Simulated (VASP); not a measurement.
# TiB2 (qlda) (P6/mmm) in VASP: vibrations by perturbation theory with LDA

Aim: the vibrations by perturbation theory of TiB2 (qlda) with LDA.

All numbers are computed with VASP 6.6.1; they aren't measurements. Logs are shortened: lines on timing, memory, paths and dates and some standing lists are left out, and cuts for length are marked.

### 1 The cell of the first run

It takes space group P6/mmm (No. 191, hexagonal). Conventional cell: a = 2.994 Å, b = 2.994 Å, c = 3.160 Å, α = 90.00°, β = 90.00°, γ = 120.00°. Ti (site symmetry 6/mmm) has 12 B at 2.34 Å and 6 Ti at 2.99 Å within 3.1 Å. B (site symmetry -6m2) has 3 B at 1.73 Å within 2.3 Å.

### 2 Vibrations by perturbation theory, LDA

The input, INCAR:

```
SYSTEM = TiB2
PREC     = Accurate       ! precision mode
ENCUT    = 520            ! plane-wave cutoff, eV
EDIFF    = 1E-8           ! SCF threshold, eV
ISMEAR   = -1             ! smearing method
SIGMA    = 0.15           ! smearing width, eV
LREAL    = .False.        ! projectors in reciprocal space
LASPH    = .True.         ! aspherical terms in the spheres
NELM     = 60             ! most SCF steps
ALGO     = Normal         ! electronic algorithm
ISIF     = 2              ! what is computed and relaxed
LWAVE    = .False.        ! write WAVECAR
LCHARG   = .False.        ! write CHGCAR
IBRION   = 8              ! ionic algorithm
NSW      = 1              ! ionic steps
```

The input, KPOINTS:

```
Automatic mesh
0
Gamma
  15 15 12
  0 0 0
```

The input, POSCAR:

```
TiB2
1.0
    2.9944000378      0.0000000029      0.0000000000
   -1.4972000214      2.5932265004      0.0000000000
    0.0000000000      0.0000000000      3.1596580857
Ti B
1 2
Direct
    0.0000000000      0.0000000000      0.0000000000
    0.3333333333      0.6666666667      0.5000000000
    0.6666666667      0.3333333333      0.5000000000
```

Potentials or basis: VASP PAW LDA potentials, release 64 (Ti_sv, B).

Command:

```
cat potpaw_LDA.64/Ti_sv/POTCAR potpaw_LDA.64/B/POTCAR > POTCAR
mpirun -np 1 vasp_std > vasp.out
```

OUTCAR:

```text
SYSTEM = TiB2
   PREC = Accurate
   ENCUT = 520
   EDIFF = 1E-8
   ISMEAR = -1
   LREAL = .False.
   LASPH = .True.
   NELM = 60
   ISIF = 2
   IBRION = 8
   NSW = 1

 ion  position               nearest neighbor table
   1  0.000  0.000  0.000-   2 2.34   3 2.34   2 2.34   3 2.34   3 2.34   3 2.34   2 2.34   2 2.34
                             3 2.34   3 2.34   2 2.34   2 2.34
   2  0.333  0.667  0.500-   3 1.73   3 1.73   3 1.73   1 2.34   1 2.34   1 2.34   1 2.34   1 2.34
                             1 2.34
   3  0.667  0.333  0.500-   2 1.73   2 1.73   2 1.73   1 2.34   1 2.34   1 2.34   1 2.34   1 2.34
                             1 2.34

  LATTYP: Found a hexagonal cell.
 ALAT       =     2.9944000378
 C/A-ratio  =     1.0551890348

  Lattice vectors:

 A1 = (   2.9944000378,   0.0000000029,   0.0000000000)
 A2 = (  -1.4972000214,   2.5932265004,   0.0000000000)
 A3 = (   0.0000000000,   0.0000000000,   3.1596580857)

Analysis of symmetry for initial positions (statically):
=====================================================================
 Subroutine PRICEL returns:
 Original cell was already a primitive cell.

 Routine SETGRP: Setting up the symmetry group for a
 hexagonal supercell.

 Subroutine GETGRP returns: Found 24 space group operations
 (whereof 24 operations were pure point group operations)
 out of a pool of 24 trial point group operations.

The static configuration has the point symmetry D_6h.

Analysis of symmetry for dynamics (positions and initial velocities):
=====================================================================
 Subroutine PRICEL returns:
 Original cell was already a primitive cell.

 Routine SETGRP: Setting up the symmetry group for a
 hexagonal supercell.

 Subroutine GETGRP returns: Found 24 space group operations
 (whereof 24 operations were pure point group operations)
 out of a pool of 24 trial point group operations.

The dynamic configuration has the point symmetry D_6h.

 Subroutine INISYM returns: Found 24 space group operations
 (whereof 24 operations are pure point group operations),
 and found     1 'primitive' translations

----------------------------------------------------------------------------------------

                                     Primitive cell

  volume of cell :      24.5352

  direct lattice vectors                    reciprocal lattice vectors
     2.994400038  0.000000003  0.000000000     0.333956715  0.192810000  0.000000000
    -1.497200021  2.593226500  0.000000000    -0.000000000  0.385619999  0.000000000
     0.000000000  0.000000000  3.159658086     0.000000000  0.000000000  0.316489941

  length of vectors
     2.994400038  2.994400038  3.159658086     0.385619999  0.385619999  0.316489941

  position of ions in fractional coordinates (direct lattice)
     0.000000000  0.000000000  0.000000000
     0.333333333  0.666666667  0.500000000
     0.666666667  0.333333333  0.500000000

  ion indices of the primitive-cell ions
   primitive index   ion index
                 1           1
                 2           2
                 3           3

----------------------------------------------------------------------------------------

 KPOINTS: Automatic mesh

Automatic generation of k-mesh.
 Grid dimensions read from file:
 generate k-points for:   15   15   12

 Generating k-lattice:

  Cartesian coordinates                     Fractional coordinates (reciprocal lattice)
     0.022263781  0.012854000  0.000000000     0.066666667 -0.000000000  0.000000000
[... 105 lines left out ...]
  free energy    TOTEN  =       -26.93463242 eV

  energy without entropy =      -26.90548051  energy(sigma->0) =      -26.92005646

 E-fermi :  10.4146     XC(G=0): -13.1697

 val. band max:       10.4013117010   @ k =   0.2000   0.2000   0.0833
 cond. band min:      10.4413190001   @ k =   0.0667   0.0667   0.3333
 fundamental gap:      0.0400072991
 Fermi energy:        10.4146186687

 k-point     1 :       0.0000    0.0000    0.0000
  band No.  band energies     occupation
      1     -45.6930      2.00000
      2     -22.4390      2.00000
      3     -22.0981      2.00000
      4     -22.0981      2.00000
      5      -3.0947      2.00000
      6       7.6737      2.00000
      7       7.6737      2.00000
      8       8.2273      2.00000
      9       8.2716      2.00000
     10      12.4409      0.00000
     11      12.4409      0.00000
     12      14.3411      0.00000
     13      14.3411      0.00000
[... 354 lines left out ...]
  band No.  band energies     occupation
      1     -45.6197      2.00000
      2     -22.5198      2.00000
      3     -22.3497      2.00000
      4     -22.3143      2.00000
      5       1.5667      2.00000
      6       1.6209      2.00000
      7       4.5169      2.00000
      8       7.6746      2.00000
      9       9.8536      1.95360
     10      10.3739      1.13486
     11      12.5283      0.00000
     12      13.2338      0.00000
     13      16.4256      0.00000

 [... further k-points ...]
[... 5 lines left out ...]
  --------------------------------------------------------------------------------------
  -------------------------------------------------------------------------------------
  Total        0.0895834      0.0895834      0.0856287      0.0000000      0.0000000      0.0000000
  in kB        5.8498910      5.8498910      5.5916433      0.0000000      0.0000000      0.0000000
  external PRESSURE =       5.7638085 kB  Pullay stress =       0.0000000 kB

 VOLUME and BASIS-vectors are now :
 -----------------------------------------------------------------------------
  energy-cutoff  :      520.00
  volume of cell :       24.54
      direct lattice vectors                 reciprocal lattice vectors
     2.994400038  0.000000003  0.000000000     0.333956715  0.192810000  0.000000000
    -1.497200021  2.593226500  0.000000000    -0.000000000  0.385619999  0.000000000
     0.000000000  0.000000000  3.159658086     0.000000000  0.000000000  0.316489941

 POSITION                                       TOTAL-FORCE (eV/Angst)
 -----------------------------------------------------------------------------------
      0.00000      0.00000      0.00000         0.000000      0.000000     -0.000000
     -0.00000      1.72882      1.57983        -0.000000      0.000000      0.000000
      1.49720      0.86441      1.57983         0.000000     -0.000000     -0.000000
 -----------------------------------------------------------------------------------
    total drift:                               -0.000000      0.000000      0.000000

  FREE ENERGIE OF THE ION-ELECTRON SYSTEM (eV)
  ---------------------------------------------------
  free  energy   TOTEN  =       -26.9346324217 eV

  energy  without entropy=      -26.9054805061  energy(sigma->0) =      -26.92005646

[... ionic steps 2 to 3 ...]

--------------------------------------- Ionic step        4  -------------------------------------------

------------------------ aborting loop because EDIFF is reached ----------------------------------------
[... 11 lines left out ...]
[... ionic steps 8 to 8 ...]

--------------------------------------- Ionic step        9  -------------------------------------------

 Free energy of the ion-electron system (eV)
  ---------------------------------------------------
  ---------------------------------------------------
  free energy    TOTEN  =        -0.04562736 eV

  energy without entropy =       -0.04562736

------------------------ aborting loop because EDIFF is reached ----------------------------------------

 INTERNAL STRAIN TENSOR  FOR ION    2  DIRECTION 3   (eV/Angst):
 -----------------------------------------------------------------------------
    -0.00055 -0.00000  0.00000
     0.00000 -0.00055 -0.00000
    -0.00000  0.00000 -0.00300

 INTERNAL STRAIN TENSOR FOR ION    3 for displacements in x,y,z  (eV/Angst):
          X           Y           Z          XY          YZ          ZX
  --------------------------------------------------------------------------------
  x    -0.00000     0.00000    -0.00000     3.73110     0.00000     0.00000
  y     3.73110    -3.73110    -0.00000     0.00000     0.00000     0.00000
  z     0.00000     0.00000     0.00000     0.00000     0.00000     0.00000

 SECOND DERIVATIVES (NOT SYMMETRIZED)
 ------------------------------------
               1X          1Y          1Z          2X          2Y          2Z          3X          3Y          3Z
  1X   -15.724899   -0.000000    0.000000    7.862450    0.000000    0.000000    7.862450    0.000000    0.000000
  1Y    -0.000000  -15.724899    0.000000    0.000000    7.862450    0.000000    0.000000    7.862450    0.000000
  1Z     0.000000    0.000000  -15.934281   -0.000000    0.000000    7.967141   -0.000000   -0.000000    7.967141
  2X     7.847640    0.000000    0.000000  -20.792029   -0.000000    0.000000   12.944390    0.000000    0.000000
  2Y     0.000000    7.847640    0.000000   -0.000000  -20.792029    0.000000    0.000000   12.944390    0.000000
  2Z     0.000000    0.000000    7.965775    0.000000    0.000000  -10.572839    0.000000    0.000000    2.607064
  3X     7.847640    0.000000    0.000000   12.944390    0.000000    0.000000  -20.792029   -0.000000    0.000000
  3Y     0.000000    7.847640    0.000000    0.000000   12.944390    0.000000   -0.000000  -20.792029    0.000000
  3Z     0.000000    0.000000    7.965775    0.000000    0.000000    2.607064    0.000000    0.000000  -10.572839

 Eigenvectors and eigenvalues of the dynamical matrix
 ----------------------------------------------------

   1 f  =   27.616414 THz   173.519046 2PiTHz  921.184411 cm-1   114.212259 meV
             X         Y         Z           dx          dy          dz
      0.000000  0.000000  0.000000     0.000000   -0.000000   -0.000000
     -0.000000  1.728818  1.579829    -0.167590   -0.686960   -0.000000
      1.497200  0.864409  1.579829     0.167590    0.686960   -0.000000
[... 43 lines left out ...]
   9 f/i=    0.007008 THz     0.044033 2PiTHz    0.233764 cm-1     0.028983 meV
             X         Y         Z           dx          dy          dz
      0.000000  0.000000  0.000000    -0.802292    0.211716   -0.000000
     -0.000000  1.728818  1.579829    -0.381591    0.100697   -0.000000
      1.497200  0.864409  1.579829    -0.381591    0.100697   -0.000000

--------------------------------------------------------------------------------------------------------

 ELASTIC MODULI CONTR FROM IONIC RELAXATION (kBar)
 Direction    XX          YY          ZZ          XY          YZ          ZX
 --------------------------------------------------------------------------------
 XX         -53.8922     53.8922      0.0000     -0.0000      0.0000      0.0000
 YY          53.8922    -53.8922     -0.0000     -0.0000     -0.0000     -0.0000
 ZZ           0.0000     -0.0000     -0.0000      0.0000     -0.0000     -0.0000
 XY          -0.0000     -0.0000      0.0000    -53.8922     -0.0000     -0.0000
 YZ           0.0000     -0.0000     -0.0000     -0.0000     -0.0000     -0.0000
 ZX           0.0000     -0.0000     -0.0000     -0.0000     -0.0000     -0.0000
 --------------------------------------------------------------------------------
```

Run time: 11 min. Hardware: 1 thread of Intel Xeon Platinum 8488C (Sapphire Rapids), shared host; peak memory 0.61 GiB.

What came out:

```yaml
Highest_phonon_frequency_at_Γ_LO-TO_splitting_left_out: 921 cm⁻¹
```

Phonon frequencies in cm⁻¹ (negative: imaginary):
```tsv
q point	frequencies
(0.000, 0.000, 0.000)	0 0 0 535 535 539 576 921 921
```
